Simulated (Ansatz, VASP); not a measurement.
# Rb2Na in VASP and in Ansatz

```
CELL_PARAMETERS angstrom
0.00000 4.94896 4.94896
4.94896 0.00000 4.94896
4.94896 4.94896 0.00000
ATOMIC_POSITIONS crystal
Rb 0.25000 0.25000 0.25000
Rb 0.75000 0.75000 0.75000
Na 0.00000 0.00000 0.00000
```

Alike in both runs: functional PBE; k mesh 8 × 8 × 8; occupations gaussian, width 0.1 eV; no spin polarisation.

Ansatz relaxed the structure, and its values are those at the end. VASP's run is a single point on that final structure, the one shown.

|  | VASP | Ansatz |
| --- | --- | --- |
| version | VASP 6.6.1 | Ansatz 0.2.0 |
| potentials or method | VASP PAW PBE potentials, release 64 (Rb_sv, Na_pv), cutoff 520 eV | scalar-relativistic, plane waves, PAW |
| valence electrons in the cell | 25 | 27 |

|  | VASP | Ansatz | Ansatz less VASP |
| --- | --- | --- | --- |
| gap on the k mesh at the Fermi level (eV) | none | none | - |
| pressure (GPa) | 0.0 | 0.0 | 0.00 |

A gap of «none» marks a metal or a gap that the smearing closes. The functional is the same, so the differences come from potentials, cutoffs and numerics. VASP's potentials hold 25 valence electrons a cell and Ansatz's 27, so a difference there can come from the potentials and not from the codes.
